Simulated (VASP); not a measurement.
Wanted: the native input for a VASP 6.6.1 run.

| Quantity | Value |
| --- | --- |
| Task | single point |
| Functional | PBE |
| Potentials or basis | VASP PAW PBE potentials, release 64 (Os, Hf_pv) |
| Cutoff | 520 eV |
| k mesh | 7 × 7 × 7 |
| Occupations | fermi-dirac, width 0.05 eV |
| Spin | no spin polarisation |
| Dipole correction | no |
| Further INCAR settings | ALGO = Normal; EDIFF = 1e-07; NBANDS = 25 |

The structure of HfOs3 lies in POSCAR:

```
HfOs3
1.0
    3.9735610000      0.0000000000      0.0000000000
    0.0000000000      3.9735610000      0.0000000000
    0.0000000000      0.0000000000      3.9735610000
Os Hf
3 1
Direct
    0.0000000000      0.5000000000      0.5000000000
    0.5000000000      0.0000000000      0.5000000000
    0.5000000000      0.5000000000      0.0000000000
    0.0000000000      0.0000000000      0.0000000000
```

One way to write it, as run:

INCAR

```
PREC = Accurate
ENCUT = 520
EDIFF = 1E-7
ISMEAR = -1
SIGMA = 0.05
LREAL = False
LASPH = True
NELM = 80
ALGO = Normal
ISIF = 2
LWAVE = False
LCHARG = False
GGA = PE
NBANDS = 25
```

KPOINTS

```
regular mesh
0
Gamma
  7 7 7
```

Potentials or basis: VASP PAW PBE potentials, release 64 (Os, Hf_pv).

Launch:

```console
$ cat potpaw_PBE.64/Os/POTCAR potpaw_PBE.64/Hf_pv/POTCAR > POTCAR
$ mpirun -np 1 vasp_std > vasp.out
```

Results of the run:

```
Pressure               : 0.0 GPa
Band gap on the k mesh : zero (band 17 reaches 10.40 eV, above the bottom of band 18 at 6.80 eV)
```

Caveat: spin-orbit coupling is left out, which moves the levels of the heavy elements.

Run time: 19 s on 1 thread of AMD EPYC 9R45 96-Core Processor (Zen 5) (shared host), peak memory 0.15 GiB.
